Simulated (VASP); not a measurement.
Here is a VASP 6.6.1 calculation.

The input INCAR:

```
SYSTEM = Ge
  ALGO = Normal
  EDIFF = 1E-6
  EDIFFG = -0.01
  ENCUT = 600
  GGA = PE
  IBRION = 2
  ISIF = 4
  ISMEAR = 0
  LASPH = .True.
  LCHARG = .False.
  LREAL = .False.
  LWAVE = .False.
  NELM = 80
  NSW = 50
  PREC = Accurate
  SIGMA = 0.1
```

KPOINTS

```
k-points
0
Gamma
  12 12 6
  0 0 0
```

The input POSCAR:

```
Ge
1.0
    3.8859969091      0.0000000000      0.0000000000
   -1.9429984546      3.3653720423      0.0000000000
    0.0000000000      0.0000000000      6.4228179093
Ge
4
Direct
    0.6666666667      0.3333333333      0.0631637283
    0.3333333333      0.6666666667      0.5631637283
    0.6666666667      0.3333333333      0.4368362717
    0.3333333333      0.6666666667      0.9368362717
```

Potentials or basis: VASP PAW PBE potentials, release 64 (Ge_d).

Launch:

```console
$ cat potpaw_PBE.64/Ge_d/POTCAR > POTCAR
$ mpirun -np 1 vasp_std > vasp.out
```

(1) Predict the band gap on the k mesh.

Results:

(1) 0.02 eV, direct.
